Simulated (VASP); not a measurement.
# BaH (I4/mmm) in VASP: density of states with PBE

Aim: the density of states of BaH with PBE.

Everything below comes from runs of VASP 6.6.1. Logs are shortened: lines on timing, memory, paths and dates and some standing lists are left out, and cuts for length are marked.

## 1. The cell of the first run

The typed cell holds 2 atoms: a = 4.108 Å, b = 4.108 Å, c = 4.108 Å, α = 119.99°, β = 119.99°, γ = 90.02°.

## 2. Density of states, PBE

File POSCAR:

```
BaH
1.0
   -2.0541866851      2.0541866851      2.9041680576
    2.0541866851     -2.0541866851      2.9041680576
    2.0541866851      2.0541866851     -2.9041680576
Ba H
1 1
Direct
    0.0000000000      0.0000000000      0.0000000000
    0.5000000000      0.5000000000      0.0000000000
```

File INCAR.step1:

```
ALGO = Normal
EDIFF = 1E-6
ENCUT = 520
GGA = PE
ISIF = 2
ISMEAR = 0
LASPH = True
LCHARG = True
LREAL = False
LWAVE = False
NBANDS = 12
NELM = 100
PREC = Accurate
SIGMA = 0.1
```

File KPOINTS.step1:

```
k-points
0
Gamma
  20 20 20
```

File INCAR.step2:

```
ALGO = Normal
EDIFF = 1E-6
ENCUT = 520
GGA = PE
ICHARG = 11
ISIF = 2
ISMEAR = -5
LASPH = True
LCHARG = False
LORBIT = 10
LREAL = False
LWAVE = False
NBANDS = 12
NEDOS = 1001
NELM = 100
PREC = Accurate
SIGMA = 0.1
```

File KPOINTS.step2:

```
k-points
0
Gamma
  30 30 30
```

Potentials or basis: VASP PAW PBE potentials, release 64 (Ba_sv, H).

The run is started by

```bash
cat potpaw_PBE.64/Ba_sv/POTCAR potpaw_PBE.64/H/POTCAR > POTCAR
cp INCAR.step1 INCAR
cp KPOINTS.step1 KPOINTS
mpirun -np 1 vasp_std > vasp.out
cp INCAR.step2 INCAR
cp KPOINTS.step2 KPOINTS
mpirun -np 1 vasp_std > vasp.out
```

OUTCAR:

```text
EDIFF = 1E-6
   ENCUT = 520
   GGA = PE
   ICHARG = 11
   ISIF = 2
   ISMEAR = -5
   LASPH = True
   LORBIT = 10
   LREAL = False
   NELM = 100
   PREC = Accurate

 ion  position               nearest neighbor table
   1  0.000  0.000  0.000-
   2  0.500  0.500  0.000-

  LATTYP: Found a body centered tetragonal cell.
 ALAT       =     4.1083733702
 C/A-ratio  =     1.4137800029

  Lattice vectors:

 A1 = (  -2.0541866851,   2.0541866851,   2.9041680576)
 A2 = (   2.0541866851,  -2.0541866851,   2.9041680576)
 A3 = (   2.0541866851,   2.0541866851,  -2.9041680576)

Analysis of symmetry for initial positions (statically):
=====================================================================
 Subroutine PRICEL returns:
 Original cell was already a primitive cell.

 Routine SETGRP: Setting up the symmetry group for a
 body centered tetragonal supercell.

 Subroutine GETGRP returns: Found 16 space group operations
 (whereof 16 operations were pure point group operations)
 out of a pool of 16 trial point group operations.

The static configuration has the point symmetry D_4h.

Analysis of symmetry for dynamics (positions and initial velocities):
=====================================================================
 Subroutine PRICEL returns:
 Original cell was already a primitive cell.

 Routine SETGRP: Setting up the symmetry group for a
 body centered tetragonal supercell.

 Subroutine GETGRP returns: Found 16 space group operations
 (whereof 16 operations were pure point group operations)
 out of a pool of 16 trial point group operations.

The dynamic configuration has the point symmetry D_4h.

 Subroutine INISYM returns: Found 16 space group operations
 (whereof 16 operations are pure point group operations),
 and found     1 'primitive' translations

----------------------------------------------------------------------------------------

                                     Primitive cell

  volume of cell :      49.0187

  direct lattice vectors                    reciprocal lattice vectors
    -2.054186685  2.054186685  2.904168058     0.000000000  0.243405336  0.172166345
     2.054186685 -2.054186685  2.904168058     0.243405336  0.000000000  0.172166345
     2.054186685  2.054186685 -2.904168058     0.243405336  0.243405336  0.000000000

  length of vectors
     4.107743661  4.107743661  4.107743661     0.298139913  0.298139913  0.344227127

  position of ions in fractional coordinates (direct lattice)
     0.000000000  0.000000000  0.000000000
     0.500000000  0.500000000  0.000000000

  ion indices of the primitive-cell ions
   primitive index   ion index
                 1           1
                 2           2

----------------------------------------------------------------------------------------

 KPOINTS: k-points

Automatic generation of k-mesh.
 Grid dimensions read from file:
 generate k-points for:   30   30   30

 Generating k-lattice:

  Cartesian coordinates                     Fractional coordinates (reciprocal lattice)
     0.000000000  0.008113511  0.005738878     0.033333333  0.000000000  0.000000000
     0.008113511  0.000000000  0.005738878     0.000000000  0.033333333  0.000000000
     0.008113511  0.008113511  0.000000000     0.000000000  0.000000000  0.033333333

  Length of vectors
     0.009937997  0.009937997  0.011474238

  Shift w.r.t. Gamma in fractional coordinates (k-lattice)
     0.000000000  0.000000000  0.000000000

 TETIRR: Found  34135 inequivalent tetrahedra from   162000

 Subroutine IBZKPT returns following result:
 ===========================================

 Found   1992 irreducible k-points:

 Following reciprocal coordinates:
            Coordinates               Weight
  0.000000  0.000000  0.000000      1.000000
  0.033333  0.000000  0.000000      8.000000
  0.066667 -0.000000  0.000000      8.000000
  0.100000 -0.000000  0.000000      8.000000
  0.133333 -0.000000  0.000000      8.000000
  0.166667  0.000000  0.000000      8.000000
[... 16 lines left out ...]
  0.233333  0.033333  0.000000     16.000000
  0.266667  0.033333  0.000000     16.000000
 [... further k-points ...]
   k-points           NKPTS =   1992   k-points in BZ     NKDIM =   1992   number of bands    NBANDS=     12
   number of dos      NEDOS =   1001   number of ions     NIONS =      2
   total plane-waves  NPLWV =  32768
   dimension x,y,z NGX =    32 NGY =   32 NGZ =   32
   dimension x,y,z NGXF=    64 NGYF=   64 NGZF=   64
   ions per type =               1   1
   NGX,Y,Z   is equivalent  to a cutoff of  12.95, 12.95, 12.95 a.u.
   NGXF,Y,Z  is equivalent  to a cutoff of  25.90, 25.90, 25.90 a.u.
 SYSTEM =  unknown system
   PREC   = accura    normal or accurate (medium, high low for compatibility)
   ISTART =      0    job   : 0-new  1-cont  2-samecut
   ICHARG =     11    charge: 1-file 2-atom 10-const
   ISPIN  =      1    spin polarized calculation?
   LNONCOLLINEAR =      F non collinear calculations
   LSORBIT =      F    spin-orbit coupling
   LASPH  =      T    aspherical Exc in radial PAW
   ENCUT  =  520.0 eV  38.22 Ry    6.18 a.u.   7.64  7.64  7.64*2*pi/ulx,y,z
   NELM   =    100;   NELMIN=  2; NELMDL=  0     # of ELM steps
   EDIFF  = 0.1E-05   stopping-criterion for ELM
   LREAL  =      F    real-space projection
   EDIFFG = 0.1E-04   stopping-criterion for IOM
   NSW    =      0    number of steps for IOM
   IBRION =     -1    ionic relax: 0-MD 1-quasi-New 2-CG
   NFREE  =      0    steps in history (QN), initial steepest desc. (CG)
   ISIF   =      2    stress and relaxation
   ISYM   =      2    0-nonsym 1-usesym 2-fastsym
   POTIM  = 0.5000    time-step for ionic-motion
   TEBEG  =    0.0;   TEEND  =   0.0 temperature during run
   PSTRESS=    0.0 pullay stress
   NELECT =      11.0000    total number of electrons
   NUPDOWN=      -1.0000    fix difference up-down
   EMIN   =  10.00;   EMAX   =-10.00  energy-range for DOS
   EFERMI =   0.00;   METHOD = LEGACY
   ISMEAR =    -5;   SIGMA  =   0.10  broadening in eV -4-tet -1-fermi 0-gaus
   EFERMI_NEDOS =   21; number of points for ismear=-14 and -15
   IALGO  =     38    algorithm
   IMIX   =      4    mixing-type and parameters
     AMIX     =   0.40;   BMIX     =  1.00
     AMIX_MAG =   1.60;   BMIX_MAG =  1.00
  volume/ion in A,a.u.               =      24.51       165.40
  Fermi-wavevector in a.u.,A,eV,Ry     =   0.994837  1.879969 13.465692  0.989700
  Thomas-Fermi vector in A             =   2.126816
   LORBIT       =     10    0 simple, 1 ext, 2 COOP (PROOUT), +10 PAW based schemes
   GGA     = PE    functional components
   LHFCALC =     F    Hartree Fock is set to
   AEXX    =    0.0000 exact exchange contribution
   IVDW    =     0    specifies the selected vdW correction
   LEPSILON=     F    determine dielectric tensor
   LRPA    =     F    only Hartree local field effects (RPA)
 non-spin polarized calculation
 Fermi weights with tetrahedron method with Bloechl corrections
  energy-cutoff  :      520.00
  volume of cell :       49.02
 maximum number of plane-waves:      1363

 number of electron      10.9999999 magnetization

 Free energy of the ion-electron system (eV)
  ---------------------------------------------------
  ext. energy  EPLUGINS =         0.00000000
  ---------------------------------------------------
  free energy    TOTEN  =        -5.78165966 eV

  energy without entropy =       -5.78165966  energy(sigma->0) =       -5.78165966

 E-fermi :   2.9250     XC(G=0):  -8.5947

 val. band max:        2.9225222924   @ k =  -0.3000   0.4667   0.0667
 cond. band min:       2.9274900978   @ k =  -0.2667  -0.4000   0.2667
 fundamental gap:      0.0049678054
 Fermi energy:         2.9250367823

 k-point     1 :       0.0000    0.0000    0.0000
  band No.  band energies     occupation
      1     -25.6733      2.00000
      2     -10.4072      2.00000
      3     -10.4072      2.00000
      4     -10.4071      2.00000
      5      -2.2342      2.00000
      6       4.8709      0.00000
      7       4.8709      0.00000
      8       4.8729      0.00000
      9       6.8919      0.00000
     10       6.9331      0.00000
     11       6.9371      0.00000
     12       9.4696      0.00000

 k-point     2 :       0.0333    0.0000    0.0000
  band No.  band energies     occupation
      1     -25.6720      2.00000
      2     -10.4208      2.00000
      3     -10.4086      2.00000
      4     -10.4085      2.00000
      5      -2.2110      2.00000
      6       4.8355      0.00000
      7       4.8839      0.00000
      8       4.8853      0.00000
      9       6.8496      0.00000
     10       6.9029      0.00000
     11       6.9067      0.00000
     12       9.5368      0.00000

 k-point     3 :       0.0667   -0.0000    0.0000
  band No.  band energies     occupation
      1     -25.6682      2.00000
      2     -10.4607      2.00000
      3     -10.4126      2.00000
      4     -10.4126      2.00000
      5      -2.1427      2.00000
      6       4.7298      0.00000
      7       4.9209      0.00000
      8       4.9223      0.00000
      9       6.7410      0.00000
     10       6.8213      0.00000
     11       6.8248      0.00000
     12       9.7278      0.00000
[... 286 lines left out ...]
 k-point    23 :       0.2333    0.0333    0.0000
  band No.  band energies     occupation
      1     -25.6149      2.00000
      2     -10.9624      2.00000
      3     -10.4847      2.00000
      4     -10.4590      2.00000
      5      -1.2076      2.00000
      6       3.3853      0.00000
      7       4.9155      0.00000
      8       5.0258      0.00000
      9       6.4949      0.00000
     10       6.5156      0.00000
     11       6.9460      0.00000
     12      12.0654      0.00000

 k-point    24 :       0.2667    0.0333    0.0000
  band No.  band energies     occupation
      1     -25.6023      2.00000
      2     -11.0704      2.00000
      3     -10.4977      2.00000
      4     -10.4720      2.00000
      5      -0.9828      2.00000
      6       3.0790     -0.04382
      7       4.8442      0.00000
      8       4.9264      0.00000
      9       6.6073      0.00000
     10       6.7086      0.00000
     11       7.1601      0.00000
     12      12.6232      0.00000

 [... further k-points ...]
[... 5 lines left out ...]
  --------------------------------------------------------------------------------------
  -------------------------------------------------------------------------------------
  Total        0.1052944      0.1052944      0.1088896      0.0000000     -0.0000000      0.0000000
  in kB        3.4415527      3.4415527      3.5590600      0.0000000     -0.0000000      0.0000000
  external PRESSURE =       3.4807218 kB  Pullay stress =       0.0000000 kB

 VOLUME and BASIS-vectors are now :
 -----------------------------------------------------------------------------
  energy-cutoff  :      520.00
  volume of cell :       49.02
      direct lattice vectors                 reciprocal lattice vectors
    -2.054186685  2.054186685  2.904168058     0.000000000  0.243405336  0.172166345
     2.054186685 -2.054186685  2.904168058     0.243405336  0.000000000  0.172166345
     2.054186685  2.054186685 -2.904168058     0.243405336  0.243405336  0.000000000

 POSITION                                       TOTAL-FORCE (eV/Angst)
 -----------------------------------------------------------------------------------
      0.00000      0.00000      0.00000         0.000000      0.000000     -0.000000
      0.00000      0.00000      2.90417        -0.000000     -0.000000      0.000000
 -----------------------------------------------------------------------------------
    total drift:                               -0.000000      0.000000     -0.000000

  FREE ENERGIE OF THE ION-ELECTRON SYSTEM (eV)
  ---------------------------------------------------
  free  energy   TOTEN  =        -5.7816596608 eV

  energy  without entropy=       -5.7816596608  energy(sigma->0) =       -5.78165966

 total charge

# of ion       s       p       d       tot
------------------------------------------
    1        2.031   5.550   0.408   7.990
    2        0.490   0.002   0.000   0.493
--------------------------------------------------
tot          2.521   5.553   0.408   8.483
```

It took 7 min on 1 thread of AMD EPYC 9R45 (Zen 5), shared host; peak memory 1.2 GiB.

Results:

```yaml
Valence_electrons_inside_the_program's_atomic_spheres: Ba 7.99; H 0.49
```

Caveat: spin-orbit coupling is left out, which moves the levels of the heavy elements; tetrahedron occupations give inexact forces and stress in metals.
